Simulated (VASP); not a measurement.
# C (a cell with a defect) in VASP: further runs

Runs on C (a cell with a defect). Level: PBEsol. Tasks: single point.

Program: VASP 6.6.1. These are calculated values, not measurements. Logs are shortened: lines on timing, memory, paths and dates and some standing lists are left out, and cuts for length are marked.

**1. The cell of the first run**

The cell holds a defect, 15 atoms: a = 5.026 Å, b = 5.026 Å, c = 5.026 Å, α = 60.00°, β = 60.00°, γ = 60.00°.

**2. Single point, PBEsol**

Input file INCAR:

```
SYSTEM = C
  ALGO = Normal
  EDIFF = 1E-7
  ENCUT = 520
  GGA = PS
  ISIF = 2
  ISMEAR = 0
  LASPH = .TRUE.
  LCHARG = .TRUE.
  LELF = .TRUE.
  LREAL = Auto
  LVHAR = .TRUE.
  LWAVE = .FALSE.
  NBANDS = 43
  NELM = 60
  PREC = Accurate
  SIGMA = 0.05
```

Input file KPOINTS:

```
k-points
0
G
  6 6 6
  0 0 0
```

Input file POSCAR:

```
C
1.0
    0.0000000000      3.5537981836     -3.5537981836
   -3.5537981836      0.0000000000     -3.5537981836
   -3.5537981836      3.5537981836      0.0000000000
C
15
Direct
    0.2500000000      0.7500000000      0.2500000000
    0.7500000000      0.2500000000      0.2500000000
    0.2500000000      0.2500000000      0.2500000000
    0.7500000000      0.7500000000      0.7500000000
    0.2500000000      0.7500000000      0.7500000000
    0.7500000000      0.2500000000      0.7500000000
    0.2500000000      0.2500000000      0.7500000000
    0.8750000000      0.3750000000      0.3750000000
    0.3750000000      0.3750000000      0.3750000000
    0.8281250000      0.8281250000      0.3281250000
    0.3750000000      0.8750000000      0.3750000000
    0.8750000000      0.3750000000      0.8750000000
    0.3750000000      0.3750000000      0.8750000000
    0.8750000000      0.8750000000      0.8750000000
    0.3750000000      0.8750000000      0.8750000000
```

Potentials or basis: VASP PAW PBE potentials, release 64 (C).

The run is started by

```
$ cat potpaw_PBE.64/C/POTCAR > POTCAR
$ mpirun -np 1 vasp_std > vasp.out
```

OUTCAR:

```text
SYSTEM = C
   EDIFF = 1E-7
   ENCUT = 520
   GGA = PS
   ISIF = 2
   ISMEAR = 0
   LASPH = .TRUE.
   LREAL = Auto
   NELM = 60
   PREC = Accurate

 ion  position               nearest neighbor table
   1  0.250  0.750  0.250-  11 1.54   9 1.54  15 1.54  10 1.81
   2  0.750  0.250  0.250-   8 1.54   9 1.54  12 1.54  10 1.81
   3  0.250  0.250  0.250-   9 1.54   8 1.54  11 1.54  13 1.54
   4  0.750  0.750  0.750-  14 1.54  12 1.54  15 1.54  10 1.81
   5  0.250  0.750  0.750-  15 1.54  13 1.54  14 1.54  11 1.54
   6  0.750  0.250  0.750-  12 1.54   8 1.54  13 1.54  14 1.54
   7  0.250  0.250  0.750-  13 1.54  12 1.54   9 1.54  15 1.54
   8  0.875  0.375  0.375-   2 1.54   3 1.54   6 1.54  10 2.07
   9  0.375  0.375  0.375-   3 1.54   2 1.54   1 1.54   7 1.54
  10  0.828  0.828  0.328-   1 1.81   2 1.81   4 1.81   8 2.07  11 2.07  14 2.07
  11  0.375  0.875  0.375-   1 1.54   3 1.54   5 1.54  10 2.07
  12  0.875  0.375  0.875-   6 1.54   4 1.54   2 1.54   7 1.54
  13  0.375  0.375  0.875-   7 1.54   5 1.54   6 1.54   3 1.54
  14  0.875  0.875  0.875-   4 1.54   5 1.54   6 1.54  10 2.07
  15  0.375  0.875  0.875-   5 1.54   4 1.54   1 1.54   7 1.54

  LATTYP: Found a face centered cubic cell.
 ALAT       =     7.1075963672

  Lattice vectors:

 A1 = (   0.0000000000,   3.5537981836,  -3.5537981836)
 A2 = (  -3.5537981836,   0.0000000000,  -3.5537981836)
 A3 = (  -3.5537981836,   3.5537981836,   0.0000000000)

Analysis of symmetry for initial positions (statically):
=====================================================================
 Subroutine PRICEL returns:
 Original cell was already a primitive cell.

 Routine SETGRP: Setting up the symmetry group for a
 face centered cubic supercell.

 Subroutine GETGRP returns: Found  6 space group operations
 (whereof  2 operations were pure point group operations)
 out of a pool of 48 trial point group operations.

The static configuration has the point symmetry C_1h.
 The point group associated with its full space group is C_3v.

Analysis of symmetry for dynamics (positions and initial velocities):
=====================================================================
 Subroutine PRICEL returns:
 Original cell was already a primitive cell.

 Routine SETGRP: Setting up the symmetry group for a
 face centered cubic supercell.

 Subroutine GETGRP returns: Found  6 space group operations
 (whereof  2 operations were pure point group operations)
 out of a pool of 48 trial point group operations.

The dynamic configuration has the point symmetry C_1h.
 The point group associated with its full space group is C_3v.

 Subroutine INISYM returns: Found  6 space group operations
 (whereof  2 operations are pure point group operations),
 and found     1 'primitive' translations

----------------------------------------------------------------------------------------

                                     Primitive cell

  volume of cell :      89.7653

  direct lattice vectors                    reciprocal lattice vectors
     0.000000000  3.553798184 -3.553798184     0.140694540  0.140694540 -0.140694540
    -3.553798184  0.000000000 -3.553798184    -0.140694540 -0.140694540 -0.140694540
    -3.553798184  3.553798184  0.000000000    -0.140694540  0.140694540  0.140694540

  length of vectors
     5.025829589  5.025829589  5.025829589     0.243690091  0.243690091  0.243690091

  position of ions in fractional coordinates (direct lattice)
     0.250000000  0.750000000  0.250000000
     0.750000000  0.250000000  0.250000000
     0.250000000  0.250000000  0.250000000
     0.750000000  0.750000000  0.750000000
     0.250000000  0.750000000  0.750000000
     0.750000000  0.250000000  0.750000000
     0.250000000  0.250000000  0.750000000
     0.875000000  0.375000000  0.375000000
     0.375000000  0.375000000  0.375000000
     0.828125000  0.828125000  0.328125000
     0.375000000  0.875000000  0.375000000
     0.875000000  0.375000000  0.875000000
     0.375000000  0.375000000  0.875000000
[... 29 lines left out ...]
 Generating k-lattice:

  Cartesian coordinates                     Fractional coordinates (reciprocal lattice)
     0.023449090  0.023449090 -0.023449090     0.166666667  0.000000000  0.000000000
    -0.023449090 -0.023449090 -0.023449090     0.000000000  0.166666667  0.000000000
    -0.023449090  0.023449090  0.023449090     0.000000000  0.000000000  0.166666667

  Length of vectors
     0.040615015  0.040615015  0.040615015

  Shift w.r.t. Gamma in fractional coordinates (k-lattice)
     0.000000000  0.000000000  0.000000000

 Subroutine IBZKPT returns following result:
 ===========================================

 Found     32 irreducible k-points:

 Following reciprocal coordinates:
            Coordinates               Weight
  0.000000  0.000000  0.000000      1.000000
  0.166667  0.000000  0.000000      6.000000
  0.166667  0.166667  0.166667      2.000000
  0.333333  0.000000  0.000000      6.000000
  0.333333  0.333333  0.333333      2.000000
  0.500000  0.000000  0.000000      3.000000
[... 16 lines left out ...]
  0.500000  0.166667  0.500000      6.000000
 -0.333333  0.333333  0.000000      6.000000
 [... further k-points ...]
   k-points           NKPTS =     32   k-points in BZ     NKDIM =     32   number of bands    NBANDS=     43
   number of dos      NEDOS =    301   number of ions     NIONS =     15
   total plane-waves  NPLWV =  64000
   dimension x,y,z NGX =    40 NGY =   40 NGZ =   40
   dimension x,y,z NGXF=    80 NGYF=   80 NGZF=   80
   ions per type =              15
   NGX,Y,Z   is equivalent  to a cutoff of  13.23, 13.23, 13.23 a.u.
   NGXF,Y,Z  is equivalent  to a cutoff of  26.46, 26.46, 26.46 a.u.
 SYSTEM =  C
   PREC   = accura    normal or accurate (medium, high low for compatibility)
   ISTART =      0    job   : 0-new  1-cont  2-samecut
   ICHARG =      2    charge: 1-file 2-atom 10-const
   ISPIN  =      1    spin polarized calculation?
   LNONCOLLINEAR =      F non collinear calculations
   LSORBIT =      F    spin-orbit coupling
   LASPH  =      T    aspherical Exc in radial PAW
   ENCUT  =  520.0 eV  38.22 Ry    6.18 a.u.   9.34  9.34  9.34*2*pi/ulx,y,z
   NELM   =     60;   NELMIN=  2; NELMDL= -5     # of ELM steps
   EDIFF  = 0.1E-06   stopping-criterion for ELM
   LREAL  =      T    real-space projection
   EDIFFG = 0.1E-05   stopping-criterion for IOM
   NSW    =      0    number of steps for IOM
   IBRION =     -1    ionic relax: 0-MD 1-quasi-New 2-CG
   NFREE  =      0    steps in history (QN), initial steepest desc. (CG)
   ISIF   =      2    stress and relaxation
   ISYM   =      2    0-nonsym 1-usesym 2-fastsym
   POTIM  = 0.5000    time-step for ionic-motion
   TEBEG  =    0.0;   TEEND  =   0.0 temperature during run
   PSTRESS=    0.0 pullay stress
   NELECT =      60.0000    total number of electrons
   NUPDOWN=      -1.0000    fix difference up-down
   EMIN   =  10.00;   EMAX   =-10.00  energy-range for DOS
   EFERMI =   0.00;   METHOD = LEGACY
   ISMEAR =     0;   SIGMA  =   0.05  broadening in eV -4-tet -1-fermi 0-gaus
   EFERMI_NEDOS =   21; number of points for ismear=-14 and -15
   IALGO  =     38    algorithm
   IMIX   =      4    mixing-type and parameters
     AMIX     =   0.40;   BMIX     =  1.00
     AMIX_MAG =   1.60;   BMIX_MAG =  1.00
  volume/ion in A,a.u.               =       5.98        40.38
  Fermi-wavevector in a.u.,A,eV,Ry     =   1.431383  2.704921 27.876392  2.048857
  Thomas-Fermi vector in A             =   2.551125
   LORBIT       =      0    0 simple, 1 ext, 2 COOP (PROOUT), +10 PAW based schemes
   GGA     = PS    functional components
   LHFCALC =     F    Hartree Fock is set to
   AEXX    =    0.0000 exact exchange contribution
   IVDW    =     0    specifies the selected vdW correction
   LEPSILON=     F    determine dielectric tensor
   LRPA    =     F    only Hartree local field effects (RPA)
 non-spin polarized calculation
 Gauss-broadening in eV      SIGMA  =   0.05
  energy-cutoff  :      520.00
  volume of cell :       89.77
 maximum number of plane-waves:      2450
 NGX is ok and might be reduce to    40
   NGX = 19   NGY = 19   NGZ = 19

 number of electron      59.9999993 magnetization

 Free energy of the ion-electron system (eV)
  ---------------------------------------------------
  ext. energy  EPLUGINS =         0.00000000
  ---------------------------------------------------
  free energy    TOTEN  =      -135.56824650 eV

  energy without entropy =     -135.56605788  energy(sigma->0) =     -135.56715219

 E-fermi :   9.3520     XC(G=0): -13.2307

 val. band max:        9.3475841614   @ k =  -0.3333   0.5000  -0.3333
 cond. band min:       9.3700117306   @ k =   0.5000   0.1667   0.5000
 fundamental gap:      0.0224275692
 Fermi energy:         9.3520093379

 k-point     1 :       0.0000    0.0000    0.0000
  band No.  band energies     occupation
      1     -12.0502      2.00000
      2      -6.5194      2.00000
      3      -6.5194      2.00000
      4      -6.3000      2.00000
      5      -5.4349      2.00000
      6      -4.3200      2.00000
[... 1069 lines left out ...]
     41      17.9827      0.00000
     42      18.8318      0.00000

 [... further k-points ...]

 [bands above 42 left out]

------------------------ aborting loop because EDIFF is reached ----------------------------------------

  FORCE on cell =-STRESS in cart. coord.  units (eV):
  Direction    XX          YY          ZZ          XY          YZ          ZX
  --------------------------------------------------------------------------------------
  -------------------------------------------------------------------------------------
  Total       -6.5005930     -6.5005930     -6.5005930      7.7902926      7.7902926     -7.7902926
  in kB     -116.0259890   -116.0259890   -116.0259890    139.0452228    139.0452228   -139.0452228
  external PRESSURE =    -116.0259890 kB  Pullay stress =       0.0000000 kB

 VOLUME and BASIS-vectors are now :
 -----------------------------------------------------------------------------
  energy-cutoff  :      520.00
  volume of cell :       89.77
      direct lattice vectors                 reciprocal lattice vectors
     0.000000000  3.553798184 -3.553798184     0.140694540  0.140694540 -0.140694540
    -3.553798184  0.000000000 -3.553798184    -0.140694540 -0.140694540 -0.140694540
    -3.553798184  3.553798184  0.000000000    -0.140694540  0.140694540  0.140694540

 POSITION                                       TOTAL-FORCE (eV/Angst)
 -----------------------------------------------------------------------------------
     -3.55380      1.77690     -3.55380         2.326214      0.169750     -0.169750
     -1.77690      3.55380     -3.55380        -0.169750     -2.326214     -0.169750
     -1.77690      1.77690     -1.77690        -0.123623      0.123623     -0.566244
     -5.33070      5.33070     -5.33070        -0.169750      0.169750      2.326214
     -5.33070      3.55380     -3.55380        -0.123623      0.566244     -0.123623
     -3.55380      5.33070     -3.55380        -0.566244      0.123623     -0.123623
     -3.55380      3.55380     -1.77690        -0.028235      0.028235     -0.028235
     -2.66535      4.44225     -4.44225         1.856182      2.695565      1.856182
     -2.66535      2.66535     -2.66535         0.037141     -0.037141     -0.092074
     -4.10908      4.10908     -5.88598        -2.239783      2.239783     -2.239783
     -4.44225      2.66535     -4.44225        -2.695565     -1.856182      1.856182
     -4.44225      6.21915     -4.44225        -0.092074     -0.037141      0.037141
     -4.44225      4.44225     -2.66535         0.095787     -0.095787      0.095787
     -6.21915      6.21915     -6.21915         1.856182     -1.856182     -2.695565
     -6.21915      4.44225     -4.44225         0.037141      0.092074      0.037141
 -----------------------------------------------------------------------------------
    total drift:                               -0.002331      0.002331     -0.002331

  FREE ENERGIE OF THE ION-ELECTRON SYSTEM (eV)
  ---------------------------------------------------
  free  energy   TOTEN  =      -135.5682465001 eV

  energy  without entropy=     -135.5660578797  energy(sigma->0) =     -135.56715219
```

It took 9.4 min on 1 thread of Intel Xeon 8259CL, shared host; peak memory 0.26 GiB.

Results:

```
Free energy            : -135.5682 eV
Pressure               : -11.6 GPa
Largest force          : 3.879 eV/Å
Band gap on the k mesh : zero (bands 30 and 31 overlap by 2.95 eV)
```

Forces on the atoms (eV/Å):
```
C    2.326  0.170 -0.170
C   -0.170 -2.326 -0.170
C   -0.124  0.124 -0.566
C   -0.170  0.170  2.326
C   -0.124  0.566 -0.124
C   -0.566  0.124 -0.124
C   -0.028  0.028 -0.028
C    1.856  2.696  1.856
C    0.037 -0.037 -0.092
C   -2.240  2.240 -2.240
C   -2.696 -1.856  1.856
C   -0.092 -0.037  0.037
C    0.096 -0.096  0.096
C    1.856 -1.856 -2.696
C    0.037  0.092  0.037
```

Caveat: the cell differs from its parent crystal (atoms taken out, atom 10 moved 0.375 of the way to it and +0.000 Å across, host rigid); the PAW data sets were made with another functional, which shifts forces and pressure a little.

(Continued in part 2 of 2.)
